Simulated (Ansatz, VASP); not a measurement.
**One calculation of CaC2, two programs**

The input INCAR:

```
PREC = Accurate ; ENCUT = 600
EDIFF = 1E-6 ; ISMEAR = 0
SIGMA = 0.05 ; LREAL = False
LASPH = True ; NELM = 120
ALGO = Normal ; ISIF = 2
LWAVE = False ; LCHARG = False
NBANDS = 16 ; GGA_COMPAT = False
```

The input KPOINTS:

```
Automatic mesh
0
Gamma
  10 10 10
```

Contents of POSCAR:

```
CaC2
1.0
   -1.8789219473      1.8789219473      3.1388106270
    1.8789219473     -1.8789219473      3.1388106270
    1.8789219473      1.8789219473     -3.1388106270
Ca C
1 2
Direct
    0.0000000000      0.0000000000      0.0000000000
    0.5996770466      0.5996770466      0.0000000000
    0.4003229534      0.4003229534      0.0000000000
```

Input for Ansatz:

```yaml
crystal:
  lattice:
    - [-1.8789219473, 1.8789219473, 3.138810627]
    - [1.8789219473, -1.8789219473, 3.138810627]
    - [1.8789219473, 1.8789219473, -3.138810627]
  atoms:
    - { symbol: Ca, position: [0.0, 0.0, 0.0] }
    - { symbol: C, position: [0.5996770466, 0.5996770466, 0.0] }
    - { symbol: C, position: [0.4003229534, 0.4003229534, 0.0] }
basis:
  ecutwfc: 420
kpoints:
  mp_grid: { grid: [10, 10, 10] }
hamiltonian:
  xc: lda
scf:
  occupations: { method: gaussian, width: 0.05 }
output:
  forces: true
  stress: true
  eigenvalues: true
```

Alike in both runs: task single point; functional LDA; k mesh 10 × 10 × 10; occupations gaussian, width 0.05 eV; no spin polarisation.

```csv
,VASP,Ansatz
version,VASP 6.6.1,Ansatz 0.2.0
potentials or method,"VASP PAW LDA potentials, release 64 (Ca_sv, C), cutoff 600 eV","scalar-relativistic, plane waves, PAW"
valence electrons in the cell,18,18
```

|  | VASP | Ansatz | Ansatz less VASP |
| --- | --- | --- | --- |
| gap on the k mesh at the Fermi level (eV) | 0.85 | 0.87 | +0.015 |
| least direct gap on the mesh (eV) | 2.03 | 2.04 | +0.013 |
| pressure (GPa) | 0.4 | 0.0 | -0.38 |
| traceless stress, the component that is largest in VASP (GPa) | 0.28 | -0.02 | -0.299 |
| rms of the force components (eV/Å) | 0.038 | 0.002 | -0.0364 |

LDA's correlation is that of Perdew and Zunger in VASP and of Perdew and Wang (1992) in Ansatz. Atom by atom the forces differ by 0.040 eV/Å (rms over components).
